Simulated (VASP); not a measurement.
# H10CO5 in VASP: further runs

Runs on H10CO5. Level: PBE+D3(BJ). Tasks: molecular dynamics.

All numbers are computed with VASP 6.6.1; they aren't measurements. Logs are shortened: lines on timing, memory, paths and dates and some standing lists are left out, and cuts for length are marked.

**1. The cell of the first run**

The cell holds a disordered packing, 16 atoms: a = 5.839 Å, b = 5.839 Å, c = 5.839 Å, α = 90.00°, β = 90.00°, γ = 90.00°.

**2. Molecular dynamics, PBE+D3(BJ)**

File INCAR:

```
  ALGO = Normal
  EDIFF = 1E-5
  ENCUT = 520
  GGA = PE
  IBRION = 0
  ISIF = 2
  ISMEAR = -1
  ISYM = 0
  IVDW = 12
  LANGEVIN_GAMMA = 20 20 20
  LASPH = T
  LCHARG = F
  LREAL = Auto
  LWAVE = F
  MDALGO = 3
  NELM = 80
  NELMIN = 4
  NSW = 40
  POTIM = 0.5
  PREC = Accurate
  RANDOM_SEED = 56416 0 0
  SIGMA = 0.02
  TEBEG = 250.0
  TEEND = 250.0
```

File KPOINTS:

```
k-points
0
Gamma
  1 1 1
```

File POSCAR:

```
H10CO5
1.0
    5.8392500000      0.0000000000      0.0000000000
    0.0000000000      5.8392500000      0.0000000000
    0.0000000000      0.0000000000      5.8392500000
O H C
5 10 1
Direct
    0.2696703400      0.6976960500      0.9212053800
    0.5490545500      0.4290981400      0.6437483500
    0.1577545000      0.3413278700      0.3962965100
    0.8882936600      0.7402929600      0.5165966700
    0.6328495000      0.0964041200     -0.0218824400
    0.1690159700      0.7694295800      0.8075675900
    0.3662622000      0.5947213500      0.8266904200
    0.4336213000      0.3726591800      0.5326263700
    0.5882525000      0.2991350500      0.7439549400
    0.1316563000      0.3054638100      0.2332552900
    0.0881893500      0.4931855100      0.4161897600
    0.8482913300      0.8908751700      0.5773520700
    0.7626551600      0.6373480300      0.5676682600
    0.6760209800     -0.2472582500      0.0312718500
    0.4921835400     -0.0849855100      0.2410795200
    0.5987506200     -0.0814951600      0.0836958400
```

Potentials or basis: VASP PAW PBE potentials, release 64 (O, H, C).

Command:

```
cat potpaw_PBE.64/O/POTCAR potpaw_PBE.64/H/POTCAR potpaw_PBE.64/C/POTCAR > POTCAR
mpirun -np 1 vasp_gam > vasp.out
```

OUTCAR:

```text
EDIFF = 1E-5
   ENCUT = 520
   GGA = PE
   IBRION = 0
   ISIF = 2
   ISMEAR = -1
   ISYM = 0
   IVDW = 12
   LASPH = T
   LREAL = Auto
   NELM = 80
   NELMIN = 4
   NSW = 40
   POTIM = 0.5
   PREC = Accurate
   TEBEG = 250.0
 IVDW          = 12

 ion  position               nearest neighbor table
   1  0.270  0.698  0.921-   6 0.98   7 0.99
   2  0.549  0.429  0.644-   9 0.99   8 0.99
   3  0.158  0.341  0.396-  11 0.98  10 0.99
   4  0.888  0.740  0.517-  12 0.98  13 0.99
   5  0.633  0.096  0.978-  16 1.22
   6  0.169  0.769  0.808-   1 0.98
   7  0.366  0.595  0.827-   1 0.99
   8  0.434  0.373  0.533-   2 0.99
   9  0.588  0.299  0.744-   2 0.99
  10  0.132  0.305  0.233-   3 0.99
  11  0.088  0.493  0.416-   3 0.98
  12  0.848  0.891  0.577-   4 0.98
  13  0.763  0.637  0.568-   4 0.99
  14  0.676  0.753  0.031-  16 1.11
  15  0.492  0.915  0.241-  16 1.11
  16  0.599  0.919  0.084-  15 1.11  14 1.11   5 1.22

IMPORTANT INFORMATION: All symmetrisations will be switched off!
NOSYMM: (Re-)initialisation of all symmetry stuff for point group C_1.

----------------------------------------------------------------------------------------

                                     Primitive cell

  volume of cell :     199.1000

  direct lattice vectors                    reciprocal lattice vectors
     5.839250000  0.000000000  0.000000000     0.171254870  0.000000000  0.000000000
     0.000000000  5.839250000  0.000000000     0.000000000  0.171254870  0.000000000
     0.000000000  0.000000000  5.839250000     0.000000000  0.000000000  0.171254870

  length of vectors
     5.839250000  5.839250000  5.839250000     0.171254870  0.171254870  0.171254870

  position of ions in fractional coordinates (direct lattice)
     0.269670340  0.697696050  0.921205380
     0.549054550  0.429098140  0.643748350
     0.157754500  0.341327870  0.396296510
     0.888293660  0.740292960  0.516596670
     0.632849500  0.096404120  0.978117560
     0.169015970  0.769429580  0.807567590
[... 8 lines left out ...]
     0.492183540  0.915014490  0.241079520
     0.598750620  0.918504840  0.083695840

  ion indices of the primitive-cell ions
   primitive index   ion index
                 1           1
                 2           2
                 3           3
                 4           4
                 5           5
                 6           6
[... 8 lines left out ...]
                15          15
                16          16

----------------------------------------------------------------------------------------

 KPOINTS: k-points

Automatic generation of k-mesh.
 Grid dimensions read from file:
 generate k-points for:    1    1    1

 Generating k-lattice:

  Cartesian coordinates                     Fractional coordinates (reciprocal lattice)
     0.171254870  0.000000000  0.000000000     1.000000000  0.000000000  0.000000000
     0.000000000  0.171254870  0.000000000     0.000000000  1.000000000  0.000000000
     0.000000000  0.000000000  0.171254870     0.000000000  0.000000000  1.000000000

  Length of vectors
     0.171254870  0.171254870  0.171254870

  Shift w.r.t. Gamma in fractional coordinates (k-lattice)
     0.000000000  0.000000000  0.000000000

 Subroutine IBZKPT returns following result:
 ===========================================

 Found      1 irreducible k-points:

 Following reciprocal coordinates:
            Coordinates               Weight
  0.000000  0.000000  0.000000      1.000000
   k-points           NKPTS =      1   k-points in BZ     NKDIM =      1   number of bands    NBANDS=     31
   number of dos      NEDOS =    301   number of ions     NIONS =     16
   total plane-waves  NPLWV = 110592
   dimension x,y,z NGX =    48 NGY =   48 NGZ =   48
   dimension x,y,z NGXF=    96 NGYF=   96 NGZF=   96
   ions per type =               5  10   1
   NGX,Y,Z   is equivalent  to a cutoff of  13.67, 13.67, 13.67 a.u.
   NGXF,Y,Z  is equivalent  to a cutoff of  27.33, 27.33, 27.33 a.u.
 SYSTEM =  unknown system
   PREC   = accura    normal or accurate (medium, high low for compatibility)
   ISTART =      0    job   : 0-new  1-cont  2-samecut
   ICHARG =      2    charge: 1-file 2-atom 10-const
   ISPIN  =      1    spin polarized calculation?
   LNONCOLLINEAR =      F non collinear calculations
   LSORBIT =      F    spin-orbit coupling
   LASPH  =      T    aspherical Exc in radial PAW
   ENCUT  =  520.0 eV  38.22 Ry    6.18 a.u.  10.86 10.86 10.86*2*pi/ulx,y,z
   NELM   =     80;   NELMIN=  4; NELMDL= -5     # of ELM steps
   EDIFF  = 0.1E-04   stopping-criterion for ELM
   LREAL  =      T    real-space projection
   EDIFFG = 0.1E-03   stopping-criterion for IOM
   NSW    =     40    number of steps for IOM
   IBRION =      0    ionic relax: 0-MD 1-quasi-New 2-CG
   NFREE  =      0    steps in history (QN), initial steepest desc. (CG)
   ISIF   =      2    stress and relaxation
   ISYM   =      0    0-nonsym 1-usesym 2-fastsym
   POTIM  = 0.5000    time-step for ionic-motion
   TEBEG  =  250.0;   TEEND  = 250.0 temperature during run
   PSTRESS=    0.0 pullay stress
   NELECT =      44.0000    total number of electrons
   NUPDOWN=      -1.0000    fix difference up-down
   EMIN   =  10.00;   EMAX   =-10.00  energy-range for DOS
   EFERMI =   0.00;   METHOD = LEGACY
   ISMEAR =    -1;   SIGMA  =   0.02  broadening in eV -4-tet -1-fermi 0-gaus
   EFERMI_NEDOS =   21; number of points for ismear=-14 and -15
   IALGO  =     38    algorithm
   IMIX   =      4    mixing-type and parameters
     AMIX     =   0.40;   BMIX     =  1.00
     AMIX_MAG =   1.60;   BMIX_MAG =  1.00
  volume/ion in A,a.u.               =      12.44        83.97
  Fermi-wavevector in a.u.,A,eV,Ry     =   0.989772  1.870399 13.328938  0.979649
  Thomas-Fermi vector in A             =   2.121395
   LORBIT       =      0    0 simple, 1 ext, 2 COOP (PROOUT), +10 PAW based schemes
   GGA     = PE    functional components
   LHFCALC =     F    Hartree Fock is set to
   AEXX    =    0.0000 exact exchange contribution
   IVDW    =    12    specifies the selected vdW correction
   LEPSILON=     F    determine dielectric tensor
   LRPA    =     F    only Hartree local field effects (RPA)
 molecular dynamics for ions
 non-spin polarized calculation
  energy-cutoff  :      520.00
  volume of cell :      199.10
 maximum number of plane-waves:      2689
 NGX is ok and might be reduce to    42
   NGX = 21   NGY = 21   NGZ = 21

--------------------------------------- Ionic step        1  -------------------------------------------

 number of electron      43.9999996 magnetization

 Free energy of the ion-electron system (eV)
  ---------------------------------------------------
  ext. energy  EPLUGINS =         0.00000000
  ---------------------------------------------------
  free energy    TOTEN  =       -80.89309646 eV

  energy without entropy =      -80.89309646  energy(sigma->0) =      -80.89309646

------------------------ aborting loop because EDIFF is reached ----------------------------------------

 Edisp (eV)   -0.48463

 E8    (eV) :    -0.1014

  FORCE on cell =-STRESS in cart. coord.  units (eV):
  Direction    XX          YY          ZZ          XY          YZ          ZX
  --------------------------------------------------------------------------------------
  -------------------------------------------------------------------------------------
  Total      -1.20692    -1.71119    -1.81016    -0.18820    -0.10842    -0.28374
  in kB      -9.71224   -13.77008   -14.56650    -1.51450    -0.87248    -2.28328
  external pressure =      -12.68 kB  Pullay stress =        0.00 kB

 VOLUME and BASIS-vectors are now :
 -----------------------------------------------------------------------------
  energy-cutoff  :      520.00
  volume of cell :      199.10
      direct lattice vectors                 reciprocal lattice vectors
     5.839250000  0.000000000  0.000000000     0.171254870  0.000000000  0.000000000
     0.000000000  5.839250000  0.000000000     0.000000000  0.171254870  0.000000000
     0.000000000  0.000000000  5.839250000     0.000000000  0.000000000  0.171254870
[... 154 lines left out ...]
  energy  without entropy=      -81.3170950985  energy(sigma->0) =      -81.31709510

  ENERGY OF THE ELECTRON-ION-THERMOSTAT SYSTEM (eV)
  ---------------------------------------------------
% ion-electron   TOTEN  =       -81.317095  see above
  kinetic energy EKIN   =         0.452467
  kin. lattice  EKIN_LAT=         0.000000  (temperature  218.78 K)
  nose potential ES     =         0.000000
  nose kinetic   EPS    =         0.000000
  ---------------------------------------------------
  total energy   ETOTAL =       -80.864628 eV

[... ionic steps 4 to 37 ...]

--------------------------------------- Ionic step       38  -------------------------------------------

 number of electron      44.0000000 magnetization

------------------------ aborting loop because EDIFF is reached ----------------------------------------

 Edisp (eV)   -0.48393

 E8    (eV) :    -0.1013

  FORCE on cell =-STRESS in cart. coord.  units (eV):
  Direction    XX          YY          ZZ          XY          YZ          ZX
  --------------------------------------------------------------------------------------
  -------------------------------------------------------------------------------------
  Total      -1.75132    -1.94002    -0.85426     0.19378    -0.99959     0.32991
  in kB     -14.09305   -15.61152    -6.87428     1.55933    -8.04381     2.65484
  external pressure =      -12.19 kB  Pullay stress =        0.00 kB
[... 101 lines left out ...]
  ENERGY OF THE ELECTRON-ION-THERMOSTAT SYSTEM (eV)
  ---------------------------------------------------
% ion-electron   TOTEN  =       -81.266626  see above
  kinetic energy EKIN   =         0.481585
  kin. lattice  EKIN_LAT=         0.000000  (temperature  232.86 K)
  nose potential ES     =         0.000000
  nose kinetic   EPS    =         0.000000
  ---------------------------------------------------
  total energy   ETOTAL =       -80.785041 eV

--------------------------------------- Ionic step       40  -------------------------------------------

 number of electron      44.0000003 magnetization

 Free energy of the ion-electron system (eV)
  ---------------------------------------------------
  ext. energy  EPLUGINS =         0.00000000
  ---------------------------------------------------
  free energy    TOTEN  =       -80.77097060 eV

  energy without entropy =      -80.77097060  energy(sigma->0) =      -80.77097060

 E-fermi :  -3.1000     XC(G=0):  -6.2299

 val. band max:       -3.6591879808   @ k =   0.0000   0.0000   0.0000
 cond. band min:       0.4086431961   @ k =   0.0000   0.0000   0.0000
 fundamental gap:      4.0678311770
 Fermi energy:        -3.1000029657

 k-point     1 :       0.0000    0.0000    0.0000
  band No.  band energies     occupation
      1     -24.0176      2.00000
      2     -22.7817      2.00000
      3     -22.4580      2.00000
      4     -22.3652      2.00000
      5     -21.9429      2.00000
      6     -12.9593      2.00000
[... 23 lines left out ...]
     30       5.6689      0.00000
[... 46 lines left out ...]
  FREE ENERGIE OF THE ION-ELECTRON SYSTEM (eV)
  ---------------------------------------------------
  free  energy   TOTEN  =       -81.2547128528 eV

  energy  without entropy=      -81.2547128528  energy(sigma->0) =      -81.25471285

  ENERGY OF THE ELECTRON-ION-THERMOSTAT SYSTEM (eV)
  ---------------------------------------------------
% ion-electron   TOTEN  =       -81.254713  see above
  kinetic energy EKIN   =         0.492779
  kin. lattice  EKIN_LAT=         0.000000  (temperature  238.27 K)
  nose potential ES     =         0.000000
  nose kinetic   EPS    =         0.000000
  ---------------------------------------------------
  total energy   ETOTAL =       -80.761934 eV
```

Run time: 7.1 min. Hardware: 1 thread of AMD EPYC 7R13, shared host; peak memory 0.3 GiB.

What came out:

- Dispersion energy per atom: -0.030 eV

Caveat: the k points lie up to 1.08 Å⁻¹ apart, too coarse for converged energies, forces and pressures.

**3. Molecular dynamics, PBE+D3(BJ)**

File INCAR:

```
PREC = Accurate
ENCUT = 520
EDIFF = 1E-5
ISMEAR = -1
SIGMA = 0.02
LREAL = Auto
LASPH = T
NELM = 80
ALGO = Normal
ISIF = 2
LWAVE = F
LCHARG = F
GGA = PE
IVDW = 12
IBRION = 0
NSW = 40
POTIM = 0.5
TEBEG = 250.0
TEEND = 250.0
ISYM = 0
NELMIN = 4
RANDOM_SEED = 784444 0 0
MDALGO = 2
SMASS = 0
```

File KPOINTS:

```
regular mesh
0
Gamma
  1 1 1
```

File POSCAR:

```
H10CO5
1.0
    5.8392500000      0.0000000000      0.0000000000
    0.0000000000      5.8392500000      0.0000000000
    0.0000000000      0.0000000000      5.8392500000
O H C
5 10 1
Direct
    0.2567728300      0.6856610200      0.9729858400
    0.4865217300      0.4450364900      0.6381061400
    0.1663048300      0.4421940900      0.3359870500
    0.8328118400      0.7232865100      0.5650434200
    0.6906995200      0.0647652500     -0.0879054100
    0.1514139700      0.7638637300      0.8735717300
    0.3265485900      0.5940109700      0.8506820500
    0.3712137300      0.4044237700      0.5157972800
    0.5588236400      0.3204075200      0.7226703400
    0.1865360900      0.5336348600      0.1885682200
    0.0486283500      0.5338915900      0.4243725600
    0.7904976400      0.8637901300      0.6531844200
    0.7055612200      0.6192702300      0.5882714300
    0.7057972300     -0.2520399800      0.0479528000
    0.5708745700     -0.0213922800      0.2242805700
    0.6490195400     -0.0762418000      0.0598399000
```

Potentials or basis: VASP PAW PBE potentials, release 64 (O, H, C).

Command:

```
cat potpaw_PBE.64/O/POTCAR potpaw_PBE.64/H/POTCAR potpaw_PBE.64/C/POTCAR > POTCAR
mpirun -np 1 vasp_gam > vasp.out
```

Run time: 7.8 min. Hardware: 1 thread of AMD EPYC 7R13, shared host; peak memory 0.3 GiB.

Results (log left out):

```
Dispersion energy per atom : -0.031 eV
```

Caveat: the k points lie up to 1.08 Å⁻¹ apart, too coarse for converged energies, forces and pressures.
